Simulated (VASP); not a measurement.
Here is a VASP 6.6.1 calculation.

The input INCAR:

```
SYSTEM = GaAs4
ALGO     = Normal         ! electronic algorithm
EDIFF    = 1E-7           ! SCF threshold, eV
EDIFFG   = -0.04          ! ionic threshold
ENCUT    = 600            ! plane-wave cutoff, eV
GGA      = PE             ! functional
IBRION   = 2              ! ionic algorithm
ISIF     = 3              ! what is computed and relaxed
ISMEAR   = 0              ! smearing method
LASPH    = .True.         ! aspherical terms in the spheres
LCHARG   = .False.        ! write CHGCAR
LREAL    = .False.        ! projectors in reciprocal space
LWAVE    = .False.        ! write WAVECAR
NELM     = 80             ! most SCF steps
NSW      = 90             ! ionic steps
PREC     = Accurate       ! precision mode
SIGMA    = 0.1            ! smearing width, eV
```

The input KPOINTS:

```
k-points
0
Gamma
  4 4 4
  0 0 0
```

The input POSCAR:

```
GaAs4
1.0
    5.0940392200      0.0000000000      0.0000000000
    0.0000000000      5.0940392200      0.0000000000
    0.0000000000      0.0000000000      5.0940392200
Ga As
1 4
Direct
    0.5000000000      0.5000000000      0.5000000000
    0.5000000000      0.0000000000      0.0000000000
    0.0000000000      0.5000000000      0.0000000000
    0.0000000000      0.0000000000      0.5000000000
    0.0000000000      0.0000000000      0.0000000000
```

Potentials or basis: VASP PAW PBE potentials, release 64 (Ga_d, As).

Run with:

```console
$ cat potpaw_PBE.64/Ga_d/POTCAR potpaw_PBE.64/As/POTCAR > POTCAR
$ mpirun -np 1 vasp_std > vasp.out
```

(1) Estimate the space group after relaxing (to 0.1 Å).

(2) Predict the relaxed volume.

Results:

(1) Pm-3m (No. 221).

(2) 25.09 Å³/atom.

Caveat: an odd number of electrons without spin polarisation forces a metal; a magnetic or distorted state may lie lower.
